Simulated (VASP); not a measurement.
# LaYAl4 (F-43m) in VASP: single point with LDA

Aim: the single point of LaYAl4 with LDA.

Everything below comes from runs of VASP 6.6.1. Logs are shortened: lines on timing, memory, paths and dates and some standing lists are left out, and cuts for length are marked.

## 1. The cell of the first run

It takes space group F-43m (No. 216, cubic). The conventional cell has a = 8.023 Å, b = 8.023 Å, c = 8.023 Å, α = 90.00°, β = 90.00°, γ = 90.00°. Within 4.4 Å of La (site symmetry -43m) lie 12 Al at 3.33 Å and 4 Y at 3.47 Å. Y (site symmetry -43m) has 12 Al at 3.33 Å and 4 La at 3.47 Å within 4.4 Å. Within 3.7 Å of Al (site symmetry 3m) lie 6 Al at 2.84 Å and 3 La at 3.33 Å and 3 Y at 3.33 Å.

## 2. Single point, LDA

Input file INCAR:

```
SYSTEM = LaYAl4
  PREC = Accurate
  ENCUT = 520
  EDIFF = 1E-6
  ISMEAR = 1
  SIGMA = 0.1
  LREAL = .False.
  LASPH = .True.
  NELM = 60
  ALGO = Normal
  ISIF = 2
  LWAVE = .False.
  LCHARG = .True.
  LELF = .True.
  LVHAR = .True.
  ISYM = 0
  NBANDS = 26
```

Input file KPOINTS:

```
Automatic mesh
0
Gamma
  5 5 5
  0.5 0.5 0.5
```

Input file POSCAR:

```
LaYAl4
1.0
    0.0000000000      4.0112830000      4.0112830000
    4.0112830000      0.0000000000      4.0112830000
    4.0112830000      4.0112830000      0.0000000000
La Y Al
1 1 4
Direct
    0.2500000000      0.2500000000      0.2500000000
    0.0000000000      0.0000000000      0.0000000000
    0.6249890000      0.1250330000      0.6249890000
    0.1250330000      0.6249890000      0.6249890000
    0.6249890000      0.6249890000      0.1250330000
    0.6249890000      0.6249890000      0.6249890000
```

Potentials or basis: VASP PAW LDA potentials, release 64 (La, Y_sv, Al).

Started as:

```sh
> cat potpaw_LDA.64/La/POTCAR potpaw_LDA.64/Y_sv/POTCAR potpaw_LDA.64/Al/POTCAR > POTCAR
> mpirun -np 1 vasp_std > vasp.out
```

OUTCAR:

```text
SYSTEM = LaYAl4
   PREC = Accurate
   ENCUT = 520
   EDIFF = 1E-6
   ISMEAR = 1
   LREAL = .False.
   LASPH = .True.
   NELM = 60
   ISIF = 2
   ISYM = 0

 ion  position               nearest neighbor table
   1  0.250  0.250  0.250-   3 3.33   4 3.33   5 3.33   3 3.33   4 3.33   4 3.33   5 3.33   6 3.33
                             3 3.33   5 3.33   6 3.33   6 3.33   2 3.47   2 3.47   2 3.47   2 3.47
   2  0.000  0.000  0.000-   3 3.33   5 3.33   6 3.33   4 3.33   5 3.33   6 3.33   3 3.33   4 3.33
                             6 3.33   3 3.33   4 3.33   5 3.33   1 3.47   1 3.47   1 3.47   1 3.47
   3  0.625  0.125  0.625-   4 2.84   5 2.84   6 2.84   4 2.84   5 2.84   6 2.84   1 3.33   1 3.33
                             1 3.33   2 3.33   2 3.33   2 3.33
   4  0.125  0.625  0.625-   3 2.84   5 2.84   6 2.84   3 2.84   5 2.84   6 2.84   1 3.33   1 3.33
                             1 3.33   2 3.33   2 3.33   2 3.33
   5  0.625  0.625  0.125-   3 2.84   4 2.84   6 2.84   3 2.84   4 2.84   6 2.84   1 3.33   1 3.33
                             1 3.33   2 3.33   2 3.33   2 3.33
   6  0.625  0.625  0.625-   3 2.84   4 2.84   5 2.84   4 2.84   3 2.84   5 2.84   1 3.33   1 3.33
                             1 3.33   2 3.33   2 3.33   2 3.33

IMPORTANT INFORMATION: All symmetrisations will be switched off!
NOSYMM: (Re-)initialisation of all symmetry stuff for point group C_1.

----------------------------------------------------------------------------------------

                                     Primitive cell

  volume of cell :     129.0862

  direct lattice vectors                    reciprocal lattice vectors
     0.000000000  4.011283000  4.011283000    -0.124648398  0.124648398  0.124648398
     4.011283000  0.000000000  4.011283000     0.124648398 -0.124648398  0.124648398
     4.011283000  4.011283000  0.000000000     0.124648398  0.124648398 -0.124648398

  length of vectors
     5.672810821  5.672810821  5.672810821     0.215897358  0.215897358  0.215897358

  position of ions in fractional coordinates (direct lattice)
     0.250000000  0.250000000  0.250000000
     0.000000000  0.000000000  0.000000000
     0.624989000  0.125033000  0.624989000
     0.125033000  0.624989000  0.624989000
     0.624989000  0.624989000  0.125033000
     0.624989000  0.624989000  0.624989000

  ion indices of the primitive-cell ions
   primitive index   ion index
                 1           1
                 2           2
                 3           3
                 4           4
                 5           5
                 6           6

----------------------------------------------------------------------------------------

 KPOINTS: Automatic mesh

Automatic generation of k-mesh.
 Grid dimensions read from file:
 generate k-points for:    5    5    5

 Generating k-lattice:

  Cartesian coordinates                     Fractional coordinates (reciprocal lattice)
    -0.024929680  0.024929680  0.024929680     0.200000000  0.000000000  0.000000000
     0.024929680 -0.024929680  0.024929680     0.000000000  0.200000000  0.000000000
     0.024929680  0.024929680 -0.024929680     0.000000000  0.000000000  0.200000000

  Length of vectors
     0.043179472  0.043179472  0.043179472

  Shift w.r.t. Gamma in fractional coordinates (k-lattice)
     0.500000000  0.500000000  0.500000000

 Subroutine IBZKPT returns following result:
 ===========================================

 Found    252 irreducible k-points:

 Following reciprocal coordinates:
            Coordinates               Weight
  0.100000  0.100000  0.100000      2.000000
  0.100000  0.000000  0.000000      2.000000
  0.000000  0.000000 -0.100000      2.000000
  0.000000  0.100000  0.000000      2.000000
  0.300000  0.100000  0.100000      2.000000
  0.100000  0.300000  0.100000      2.000000
[... 16 lines left out ...]
  0.000000  0.400000 -0.100000      2.000000
  0.400000  0.000000 -0.100000      2.000000
 [... further k-points ...]
   k-points           NKPTS =    252   k-points in BZ     NKDIM =    252   number of bands    NBANDS=     26
   number of dos      NEDOS =    301   number of ions     NIONS =      6
   total plane-waves  NPLWV =  74088
   dimension x,y,z NGX =    42 NGY =   42 NGZ =   42
   dimension x,y,z NGXF=    84 NGYF=   84 NGZF=   84
   ions per type =               1   1   4
   NGX,Y,Z   is equivalent  to a cutoff of  12.31, 12.31, 12.31 a.u.
   NGXF,Y,Z  is equivalent  to a cutoff of  24.62, 24.62, 24.62 a.u.
 SYSTEM =  LaYAl4
   PREC   = accura    normal or accurate (medium, high low for compatibility)
   ISTART =      0    job   : 0-new  1-cont  2-samecut
   ICHARG =      2    charge: 1-file 2-atom 10-const
   ISPIN  =      1    spin polarized calculation?
   LNONCOLLINEAR =      F non collinear calculations
   LSORBIT =      F    spin-orbit coupling
   LASPH  =      T    aspherical Exc in radial PAW
   ENCUT  =  520.0 eV  38.22 Ry    6.18 a.u.  10.55 10.55 10.55*2*pi/ulx,y,z
   NELM   =     60;   NELMIN=  2; NELMDL= -5     # of ELM steps
   EDIFF  = 0.1E-05   stopping-criterion for ELM
   LREAL  =      F    real-space projection
   EDIFFG = 0.1E-04   stopping-criterion for IOM
   NSW    =      0    number of steps for IOM
   IBRION =     -1    ionic relax: 0-MD 1-quasi-New 2-CG
   NFREE  =      0    steps in history (QN), initial steepest desc. (CG)
   ISIF   =      2    stress and relaxation
   ISYM   =      0    0-nonsym 1-usesym 2-fastsym
   POTIM  = 0.5000    time-step for ionic-motion
   TEBEG  =    0.0;   TEEND  =   0.0 temperature during run
   PSTRESS=    0.0 pullay stress
   NELECT =      34.0000    total number of electrons
   NUPDOWN=      -1.0000    fix difference up-down
   EMIN   =  10.00;   EMAX   =-10.00  energy-range for DOS
   EFERMI =   0.00;   METHOD = LEGACY
   ISMEAR =     1;   SIGMA  =   0.10  broadening in eV -4-tet -1-fermi 0-gaus
   EFERMI_NEDOS =   21; number of points for ismear=-14 and -15
   IALGO  =     38    algorithm
   IMIX   =      4    mixing-type and parameters
     AMIX     =   0.40;   BMIX     =  1.00
     AMIX_MAG =   1.60;   BMIX_MAG =  1.00
  volume/ion in A,a.u.               =      21.51       145.19
  Fermi-wavevector in a.u.,A,eV,Ry     =   1.049400  1.983079 14.983292  1.101241
  Thomas-Fermi vector in A             =   2.184361
   LORBIT       =      0    0 simple, 1 ext, 2 COOP (PROOUT), +10 PAW based schemes
   GGA     = CA    functional components
   LHFCALC =     F    Hartree Fock is set to
   AEXX    =    0.0000 exact exchange contribution
   IVDW    =     0    specifies the selected vdW correction
   LEPSILON=     F    determine dielectric tensor
   LRPA    =     F    only Hartree local field effects (RPA)
 non-spin polarized calculation
 Methfessel and Paxton  Order N= 1 SIGMA  =   0.10
  energy-cutoff  :      520.00
  volume of cell :      129.09
 maximum number of plane-waves:      3491
   NGX = 21   NGY = 21   NGZ = 21

 number of electron      34.0000002 magnetization

 Free energy of the ion-electron system (eV)
  ---------------------------------------------------
  ext. energy  EPLUGINS =         0.00000000
  ---------------------------------------------------
  free energy    TOTEN  =       -32.23275077 eV

  energy without entropy =      -32.22176641  energy(sigma->0) =      -32.22908931

 E-fermi :   6.8097     XC(G=0): -10.2613

 val. band max:        6.8066551588   @ k =  -0.1000  -0.3000   0.3000
 cond. band min:       6.8158255455   @ k =  -0.2000   0.3000   0.0000
 fundamental gap:      0.0091703867
 Fermi energy:         6.8097317779

 k-point     1 :       0.1000    0.1000    0.1000
  band No.  band energies     occupation
      1     -35.5101      2.00000
      2     -25.3719      2.00000
      3     -15.6769      2.00000
      4     -15.6769      2.00000
      5     -15.6768      2.00000
      6      -9.2714      2.00000
[... 18 lines left out ...]
     25       9.0097      0.00000
     26       9.3657      0.00000

 k-point     2 :       0.1000    0.0000    0.0000
  band No.  band energies     occupation
      1     -35.5101      2.00000
      2     -25.3719      2.00000
      3     -15.6769      2.00000
      4     -15.6769      2.00000
      5     -15.6768      2.00000
      6      -9.2714      2.00000
[... 18 lines left out ...]
     25       9.0097      0.00000
     26       9.3657      0.00000

 k-point     3 :       0.0000    0.0000   -0.1000
  band No.  band energies     occupation
      1     -35.5101      2.00000
      2     -25.3719      2.00000
      3     -15.6769      2.00000
      4     -15.6769      2.00000
      5     -15.6768      2.00000
      6      -9.2714      2.00000
[... 18 lines left out ...]
     25       9.0097      0.00000
     26       9.3657      0.00000

 k-point     4 :       0.0000    0.1000    0.0000
  band No.  band energies     occupation
      1     -35.5101      2.00000
      2     -25.3719      2.00000
      3     -15.6769      2.00000
      4     -15.6769      2.00000
      5     -15.6768      2.00000
      6      -9.2714      2.00000
[... 18 lines left out ...]
     25       9.0097      0.00000
     26       9.3657      0.00000
[... 496 lines left out ...]
      1     -35.5099      2.00000
      2     -25.3722      2.00000
      3     -15.6816      2.00000
      4     -15.6791      2.00000
      5     -15.6759      2.00000
      6      -9.3152      2.00000
[... 18 lines left out ...]
     25       9.0094      0.00000
     26       9.2848      0.00000

 k-point    23 :       0.0000    0.4000   -0.1000
  band No.  band energies     occupation
      1     -35.5099      2.00000
      2     -25.3722      2.00000
      3     -15.6816      2.00000
      4     -15.6791      2.00000
      5     -15.6759      2.00000
      6      -9.3152      2.00000
[... 18 lines left out ...]
     25       9.0094      0.00000
     26       9.2847      0.00000

 k-point    24 :       0.4000    0.0000   -0.1000
  band No.  band energies     occupation
      1     -35.5099      2.00000
      2     -25.3722      2.00000
      3     -15.6816      2.00000
      4     -15.6791      2.00000
      5     -15.6759      2.00000
      6      -9.3152      2.00000
[... 18 lines left out ...]
     25       9.0094      0.00000
     26       9.2848      0.00000

 [... further k-points ...]
[... 5 lines left out ...]
  --------------------------------------------------------------------------------------
  -------------------------------------------------------------------------------------
  Total       -3.2411389     -3.2411357     -3.2411325     -0.0000031     -0.0000019      0.0000038
  in kB      -40.2279890    -40.2279494    -40.2279091     -0.0000390     -0.0000239      0.0000473
  external PRESSURE =     -40.2279492 kB  Pullay stress =       0.0000000 kB

 VOLUME and BASIS-vectors are now :
 -----------------------------------------------------------------------------
  energy-cutoff  :      520.00
  volume of cell :      129.09
      direct lattice vectors                 reciprocal lattice vectors
     0.000000000  4.011283000  4.011283000    -0.124648398  0.124648398  0.124648398
     4.011283000  0.000000000  4.011283000     0.124648398 -0.124648398  0.124648398
     4.011283000  4.011283000  0.000000000     0.124648398  0.124648398 -0.124648398

 POSITION                                       TOTAL-FORCE (eV/Angst)
 -----------------------------------------------------------------------------------
      2.00564      2.00564      2.00564        -0.000001     -0.000000     -0.000000
      0.00000      0.00000      0.00000        -0.000000     -0.000000      0.000000
      3.00855      5.01402      3.00855         0.001194     -0.001193      0.001193
      5.01402      3.00855      3.00855        -0.001193      0.001193      0.001193
      3.00855      3.00855      5.01402         0.001193      0.001193     -0.001193
      5.01402      5.01402      5.01402        -0.001193     -0.001193     -0.001193
 -----------------------------------------------------------------------------------
    total drift:                               -0.000001     -0.000000     -0.000000

  FREE ENERGIE OF THE ION-ELECTRON SYSTEM (eV)
  ---------------------------------------------------
  free  energy   TOTEN  =       -32.2327507676 eV

  energy  without entropy=      -32.2217664076  energy(sigma->0) =      -32.22908931
```

It took 16 min on 1 thread of Intel Xeon Platinum 8488C (Sapphire Rapids), shared host; peak memory 1 GiB.

What came out:

| Quantity | Value |
| --- | --- |
| Free energy | -32.2328 eV |
| Pressure | -4.0 GPa |
| Band gap on the k mesh | zero (band 17 reaches 6.88 eV, above the bottom of band 18 at 5.07 eV) |

Levels at points of the mesh, in eV from the Fermi level:
```
           k point  band 14  band 15  band 16  band 17  band 18  band 19  band 20  band 21
(0.50, 0.50, 0.50)    -1.54    -1.54    -0.17    -0.05    -0.05     1.50     1.50     1.75
(0.50, 0.00, 0.00)    -1.54    -1.54    -0.17    -0.05    -0.05     1.50     1.50     1.75
(0.00, 0.00, 0.50)    -1.54    -1.54    -0.17    -0.05    -0.05     1.50     1.50     1.75
(0.00, 0.50, 0.00)    -1.54    -1.54    -0.17    -0.05    -0.05     1.50     1.50     1.75
```

Caveat: spin-orbit coupling is left out, which moves the levels of the heavy elements.
